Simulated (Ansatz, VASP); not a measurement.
Co: VASP beside Ansatz

The input INCAR:

```
  PREC = Accurate
  ENCUT = 520
  EDIFF = 1E-6
  ISMEAR = -1
  SIGMA = 0.05
  LREAL = F
  LASPH = T
  NELM = 150
  ALGO = Normal
  ISIF = 2
  LWAVE = F
  LCHARG = F
  ISPIN = 2
  MAGMOM = 1.653 1.653 1.672 1.672
  LORBIT = 11
  LMAXMIX = 4
  GGA = PS
  NBANDS = 30
```

KPOINTS

```
regular mesh
0
Gamma
  16 16 5
```

POSCAR

```
Co
1.0
    2.3875699117      0.0000000000      0.0000000000
   -1.1937849559      2.0676961969      0.0000000000
    0.0000000000      0.0000000000      7.7369711182
Co
4
Direct
    0.0000000000      0.0000000000      1.0000000000
    1.0000000000      1.0000000000      0.5000000000
    0.3333333333      0.6666666667      0.2500000000
    0.6666666667      0.3333333333      0.7500000000
```

Input for Ansatz:

```yaml
crystal:
  lattice:
    - [2.3875699117, 0.0, 0.0]
    - [-1.1937849559, 2.0676961969, 0.0]
    - [0.0, 0.0, 7.7369711182]
  atoms:
    - { symbol: Co, position: [0.0, 0.0, 1.0], spin: 1.653 }
    - { symbol: Co, position: [1.0, 1.0, 0.5], spin: 1.653 }
    - { symbol: Co, position: [0.3333333333, 0.6666666667, 0.25], spin: 1.672 }
    - { symbol: Co, position: [0.6666666667, 0.3333333333, 0.75], spin: 1.672 }
hamiltonian:
  xc: pbesol
  pseudopotentials:
    kind: paw
    azcp:
      Co: "pseudopotentials/Co.paw.azcp"
basis:
  ecutwfc: 420
  fft_grid_basis: typed
kpoints:
  mp_grid: { grid: [16, 16, 5], shift: [0, 0, 0] }
magnetization:
  spin_polarized: true
scf:
  occupations: { method: fermi_dirac, width: 0.05 }
  lower_state_search: "off"
output:
  stress: true
  write_density: true
  write_potential: true
  elf: true
  volumetric_format: npy
```

Alike in both runs: task single point; functional PBEsol; k mesh 16 × 16 × 5; occupations fermi-dirac, width 0.05 eV; collinear spin.

```csv
,VASP,Ansatz
version,VASP 6.6.1,Ansatz 0.2.0
potentials or method,"VASP PAW PBE potentials, release 64 (Co), cutoff 520 eV","plane waves (420 eV) with PAW, scalar-relativistic"
valence electrons in the cell,36,68
```

|  | VASP | Ansatz | Ansatz less VASP |
| --- | --- | --- | --- |
| pressure (GPa) | 24.1 | 25.6 | +1.48 |
| traceless stress, the component that is largest in VASP (GPa) | 0.04 | 0.07 | +0.040 |
| net moment per atom (μB) | 1.53 | 1.53 | +0.005 |
| size of the moment on the site where the two differ most (μB) | 1.53 | 1.60 | +0.066 |

VASP's potentials were made for PBE, not for PBEsol, and Ansatz warns of the same on its side. Site moments also hang on the region over which each program counts them. VASP's potentials hold 36 valence electrons a cell and Ansatz's 68, so a difference there can come from the potentials and not from the codes.
